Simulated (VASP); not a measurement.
# PbSe (Pm-3m) in VASP: settings compared

Aim: see how the results for PbSe move with the level of theory and the settings. Levels: PBE+D4, r2SCAN. Tasks: single point.

Program: VASP 6.6.1. These are calculated values, not measurements. Logs are shortened: lines on timing, memory, paths and dates and some standing lists are left out, and cuts for length are marked.

## 1. The cell of the first run

Symmetry: Pm-3m, No. 221, cubic system. Conventional cell: a = 3.768 Å, b = 3.768 Å, c = 3.768 Å, α = 90.00°, β = 90.00°, γ = 90.00°. Pb (site symmetry m-3m) has 8 Se at 3.26 Å and 6 Pb at 3.77 Å within 4.3 Å. Se (site symmetry m-3m) has 8 Pb at 3.26 Å and 6 Se at 3.77 Å within 4.3 Å.

## 2. Single point, PBE+D4

File INCAR:

```
SYSTEM = PbSe
  ALGO = Normal
  EDIFF = 1E-7
  ENCUT = 520
  GGA = PE
  ISIF = 2
  ISMEAR = -1
  IVDW = 13
  LASPH = .True.
  LCHARG = .False.
  LREAL = .False.
  LWAVE = .False.
  NBANDS = 17
  NELM = 100
  PREC = Accurate
  SIGMA = 0.02
```

File KPOINTS:

```
k-points
0
Gamma
  6 6 6
  0 0 0
```

File POSCAR:

```
PbSe
1.0
    3.7681579152      0.0000000000      0.0000000000
    0.0000000000      3.7681579152      0.0000000000
    0.0000000000      0.0000000000      3.7681579152
Pb Se
1 1
Direct
    0.0000000000      0.0000000000      0.0000000000
    0.5000000000      0.5000000000      0.5000000000
```

Potentials or basis: VASP PAW PBE potentials, release 64 (Pb_d, Se).

Command:

```sh
$ cat potpaw_PBE.64/Pb_d/POTCAR potpaw_PBE.64/Se/POTCAR > POTCAR
$ mpirun -np 1 vasp_std > vasp.out
```

OUTCAR:

```text
SYSTEM = PbSe
   EDIFF = 1E-7
   ENCUT = 520
   GGA = PE
   ISIF = 2
   ISMEAR = -1
   IVDW = 13
   LASPH = .True.
   LREAL = .False.
   NELM = 100
   PREC = Accurate

 ion  position               nearest neighbor table
   1  0.000  0.000  0.000-   2 3.26   2 3.26   2 3.26   2 3.26   2 3.26   2 3.26   2 3.26   2 3.26

   2  0.500  0.500  0.500-   1 3.26   1 3.26   1 3.26   1 3.26   1 3.26   1 3.26   1 3.26   1 3.26

  LATTYP: Found a simple cubic cell.
 ALAT       =     3.7681579152

  Lattice vectors:

 A1 = (   3.7681579152,   0.0000000000,   0.0000000000)
 A2 = (   0.0000000000,   3.7681579152,   0.0000000000)
 A3 = (   0.0000000000,   0.0000000000,   3.7681579152)

Analysis of symmetry for initial positions (statically):
=====================================================================
 Subroutine PRICEL returns:
 Original cell was already a primitive cell.

 Routine SETGRP: Setting up the symmetry group for a
 simple cubic supercell.

 Subroutine GETGRP returns: Found 48 space group operations
 (whereof 48 operations were pure point group operations)
 out of a pool of 48 trial point group operations.

The static configuration has the point symmetry O_h .

Analysis of symmetry for dynamics (positions and initial velocities):
=====================================================================
 Subroutine PRICEL returns:
 Original cell was already a primitive cell.

 Routine SETGRP: Setting up the symmetry group for a
 simple cubic supercell.

 Subroutine GETGRP returns: Found 48 space group operations
 (whereof 48 operations were pure point group operations)
 out of a pool of 48 trial point group operations.

The dynamic configuration has the point symmetry O_h .

 Subroutine INISYM returns: Found 48 space group operations
 (whereof 48 operations are pure point group operations),
 and found     1 'primitive' translations

----------------------------------------------------------------------------------------

                                     Primitive cell

  volume of cell :      53.5041

  direct lattice vectors                    reciprocal lattice vectors
     3.768157915  0.000000000  0.000000000     0.265381659  0.000000000  0.000000000
     0.000000000  3.768157915  0.000000000     0.000000000  0.265381659  0.000000000
     0.000000000  0.000000000  3.768157915     0.000000000  0.000000000  0.265381659

  length of vectors
     3.768157915  3.768157915  3.768157915     0.265381659  0.265381659  0.265381659

  position of ions in fractional coordinates (direct lattice)
     0.000000000  0.000000000  0.000000000
     0.500000000  0.500000000  0.500000000

[... 72 lines left out ...]
   LREAL  =      F    real-space projection
   EDIFFG = 0.1E-05   stopping-criterion for IOM
   NSW    =      0    number of steps for IOM
   IBRION =     -1    ionic relax: 0-MD 1-quasi-New 2-CG
   NFREE  =      0    steps in history (QN), initial steepest desc. (CG)
   ISIF   =      2    stress and relaxation
   ISYM   =      2    0-nonsym 1-usesym 2-fastsym
   POTIM  = 0.5000    time-step for ionic-motion
   TEBEG  =    0.0;   TEEND  =   0.0 temperature during run
   PSTRESS=    0.0 pullay stress
   NELECT =      20.0000    total number of electrons
   NUPDOWN=      -1.0000    fix difference up-down
   EMIN   =  10.00;   EMAX   =-10.00  energy-range for DOS
   EFERMI =   0.00;   METHOD = LEGACY
   ISMEAR =    -1;   SIGMA  =   0.02  broadening in eV -4-tet -1-fermi 0-gaus
   EFERMI_NEDOS =   21; number of points for ismear=-14 and -15
   IALGO  =     38    algorithm
   IMIX   =      4    mixing-type and parameters
     AMIX     =   0.40;   BMIX     =  1.00
     AMIX_MAG =   1.60;   BMIX_MAG =  1.00
  volume/ion in A,a.u.               =      26.75       180.53
  Fermi-wavevector in a.u.,A,eV,Ry     =   1.179295  2.228544 18.922117  1.390736
  Thomas-Fermi vector in A             =   2.315608
   LORBIT       =      0    0 simple, 1 ext, 2 COOP (PROOUT), +10 PAW based schemes
   GGA     = PE    functional components
   LHFCALC =     F    Hartree Fock is set to
   AEXX    =    0.0000 exact exchange contribution
   IVDW    =    13    specifies the selected vdW correction
   LEPSILON=     F    determine dielectric tensor
   LRPA    =     F    only Hartree local field effects (RPA)
 non-spin polarized calculation
  energy-cutoff  :      520.00
  volume of cell :       53.50
 maximum number of plane-waves:      1472
   NGX = 15   NGY = 15   NGZ = 15

 number of electron      20.0000011 magnetization

 Free energy of the ion-electron system (eV)
  ---------------------------------------------------
  ext. energy  EPLUGINS =         0.00000000
  ---------------------------------------------------
  free energy    TOTEN  =        -7.70755384 eV

  energy without entropy =       -7.70570061  energy(sigma->0) =       -7.70662722

 E-fermi :   5.5207     XC(G=0): -10.0138

 val. band max:        5.4697359551   @ k =   0.5000   0.5000   0.0000
 cond. band min:       5.5268594358   @ k =   0.5000   0.3333   0.3333
 fundamental gap:      0.0571234807
 Fermi energy:         5.5206796341

 k-point     1 :       0.0000    0.0000    0.0000
  band No.  band energies     occupation
      1     -11.4766      2.00000
      2     -11.4766      2.00000
      3     -11.3210      2.00000
      4     -11.3210      2.00000
      5     -11.3210      2.00000
      6      -7.8017      2.00000
[... 377 lines left out ...]
      4     -11.2781      2.00000
      5     -11.2781      2.00000
      6      -5.8159      2.00000
[... 9 lines left out ...]
     16      19.3885      0.00000
     17      22.8334      0.00000

------------------------ aborting loop because EDIFF is reached ----------------------------------------

  DFT-D4 for vdW energy calculation

  Edisp (eV):   -0.85222

  FORCE on cell =-STRESS in cart. coord.  units (eV):
  Direction    XX          YY          ZZ          XY          YZ          ZX
  --------------------------------------------------------------------------------------
  -------------------------------------------------------------------------------------
  Total      -0.59293    -0.59293    -0.59293     0.00000     0.00000     0.00000
  in kB     -17.75539   -17.75539   -17.75539     0.00000     0.00000     0.00000
  external pressure =      -17.76 kB  Pullay stress =        0.00 kB

 VOLUME and BASIS-vectors are now :
 -----------------------------------------------------------------------------
  energy-cutoff  :      520.00
  volume of cell :       53.50
      direct lattice vectors                 reciprocal lattice vectors
     3.768157915  0.000000000  0.000000000     0.265381659  0.000000000  0.000000000
     0.000000000  3.768157915  0.000000000     0.000000000  0.265381659  0.000000000
     0.000000000  0.000000000  3.768157915     0.000000000  0.000000000  0.265381659

 POSITION                                       TOTAL-FORCE (eV/Angst)
 -----------------------------------------------------------------------------------
      0.00000      0.00000      0.00000         0.000000      0.000000      0.000000
      1.88408      1.88408      1.88408         0.000000      0.000000      0.000000
 -----------------------------------------------------------------------------------
    total drift:                               -0.000000      0.000000     -0.000000

  FREE ENERGIE OF THE ION-ELECTRON SYSTEM (eV)
  ---------------------------------------------------
  free  energy   TOTEN  =        -8.5597778054 eV

  energy  without entropy=       -8.5579245767  energy(sigma->0) =       -8.55885119
```

OSZICAR:

```text
N       E                     dE             d eps       ncg     rms          rms(c)
DAV:   1     0.158791522287E+03    0.15879E+03   -0.96109E+03   680   0.124E+03
DAV:   2     0.364036951729E+01   -0.15515E+03   -0.15044E+03   699   0.311E+02
DAV:   3    -0.788380796521E+01   -0.11524E+02   -0.11391E+02   906   0.893E+01
DAV:   4    -0.814161580315E+01   -0.25781E+00   -0.25752E+00   844   0.147E+01
DAV:   5    -0.814886365598E+01   -0.72479E-02   -0.72475E-02   996   0.246E+00    0.290E+00
DAV:   6    -0.771425522487E+01    0.43461E+00   -0.10279E+00  1008   0.697E+00    0.153E+00
DAV:   7    -0.770924797688E+01    0.50072E-02   -0.11426E-01   790   0.163E+00    0.875E-01
DAV:   8    -0.771166076193E+01   -0.24128E-02   -0.35707E-02   867   0.156E+00    0.286E-01
DAV:   9    -0.770857733604E+01    0.30834E-02   -0.30217E-02   994   0.114E+00    0.157E-01
DAV:  10    -0.770758547823E+01    0.99186E-03   -0.53365E-03   993   0.453E-01    0.432E-02
DAV:  11    -0.770757846413E+01    0.70141E-05   -0.27817E-04   764   0.105E-01    0.211E-02
DAV:  12    -0.770756046041E+01    0.18004E-04   -0.31023E-05   967   0.268E-02    0.111E-02
DAV:  13    -0.770755358803E+01    0.68724E-05   -0.26104E-05   954   0.215E-02    0.227E-03
DAV:  14    -0.770755379552E+01   -0.20749E-06   -0.17493E-06   737   0.647E-03    0.173E-03
DAV:  15    -0.770755383768E+01   -0.42164E-07   -0.23304E-08   427   0.114E-03
   1 F= -.85597778E+01 E0= -.85588512E+01  d E =-.185323E-02
```

stdout:

```text
POSCAR found type information on POSCAR PbSe
 POSCAR found :  2 types and       2 ions
 scaLAPACK will be used
 LDA part: xc-table for (Slater+PW92), standard interpolation
 POSCAR, INCAR and KPOINTS ok, starting setup
 FFT: planning ... GRIDC
 FFT: planning ... GRID_SOFT
 FFT: planning ... GRID
 WAVECAR not read
 entering main loop
```

It used 15 s of CPU time on 1 thread of Intel(R) Xeon(R) Platinum 8259CL CPU @ 2.50GHz (Skylake/Cascade Lake), on a shared host.

What came out:

- Free energy: -8.5598 eV
- Pressure: -1.8 GPa
- Band gap on the k mesh: zero (band 10 reaches 5.61 eV, above the bottom of band 11 at 4.85 eV)
- Dispersion energy per atom: -0.426 eV

Levels at points of the mesh, in eV from the Fermi level:
| k point | band 6 | band 7 | band 8 | band 9 | band 10 | band 11 | band 12 | band 13 | band 14 | band 15 |
| --- | --- | --- | --- | --- | --- | --- | --- | --- | --- | --- |
| (0.00, 0.00, 0.00) | -13.32 | -7.08 | -1.56 | -1.56 | -1.56 | 5.07 | 5.07 | 6.10 | 6.10 | 6.10 |
| (0.50, 0.00, 0.00) | -12.24 | -9.05 | -0.31 | -0.31 | -0.29 | 0.07 | 3.38 | 3.38 | 6.44 | 8.37 |
| (0.50, 0.50, 0.00) | -11.58 | -7.52 | -4.45 | -4.45 | -0.05 | 4.12 | 4.12 | 5.00 | 6.77 | 8.72 |
| (0.50, 0.50, 0.50) | -11.34 | -6.44 | -2.41 | -2.41 | -2.41 | -0.67 | -0.67 | -0.67 | 13.87 | 13.87 |

Caveat: spin-orbit coupling is left out, which moves the levels of the heavy elements; pairwise dispersion overbinds metals, which lowers pressure and volume.

## 3. Single point, r2SCAN

POSCAR is that of step 2.

File INCAR.step1:

```
PREC = Accurate
ENCUT = 520
ISMEAR = -1
SIGMA = 0.02
LREAL = False
LASPH = True
NELM = 100
NBANDS = 17
GGA = PE
ALGO = Normal
EDIFF = 1E-4
LWAVE = True
LCHARG = False
```

File INCAR.step2:

```
PREC = Accurate
ENCUT = 520
EDIFF = 1E-7
ISMEAR = -1
SIGMA = 0.02
LREAL = False
LASPH = True
NELM = 100
ALGO = Normal
ISIF = 2
LWAVE = False
LCHARG = False
METAGGA = R2SCAN
LMIXTAU = True
NBANDS = 17
ISTART = 1
```

File KPOINTS:

```
Automatic mesh
0
Gamma
  6 6 6
```

Potentials or basis: VASP PAW PBE potentials, release 64 (Pb_d, Se).

Command:

```sh
$ cat potpaw_PBE.64/Pb_d/POTCAR potpaw_PBE.64/Se/POTCAR > POTCAR
$ cp INCAR.step1 INCAR
$ mpirun -np 1 vasp_std > vasp.out
$ cp INCAR.step2 INCAR
$ mpirun -np 1 vasp_std > vasp.out
```

Wall time 82 s (1 thread of Intel Xeon Platinum 8259CL at 2.50GHz (Skylake/Cascade Lake), shared host); peak memory 0.17 GiB.

Results (log left out):

```yaml
Free_energy: -71.4079 eV
Pressure: 0.0 GPa
Band_gap_on_the_k_mesh: zero (band 10 reaches 5.45 eV, above the bottom of band 11 at 4.88 eV)
```

Levels at points of the mesh, in eV from the Fermi level:
| k point | band 8 | band 9 | band 10 | band 11 | band 12 | band 13 |
| --- | --- | --- | --- | --- | --- | --- |
| (0.00, 0.00, 0.00) | -1.72 | -1.72 | -1.72 | 5.52 | 5.52 | 6.37 |
| (0.50, 0.00, 0.00) | -0.44 | -0.44 | -0.38 | 0.32 | 3.52 | 3.52 |
| (0.50, 0.50, 0.00) | -4.63 | -4.63 | -0.17 | 4.37 | 4.37 | 5.17 |
| (0.50, 0.50, 0.50) | -2.57 | -2.57 | -2.57 | -0.57 | -0.57 | -0.57 |

Caveat: the PAW data sets were made with another functional, which shifts forces and pressure a little; spin-orbit coupling is left out, which moves the levels of the heavy elements.
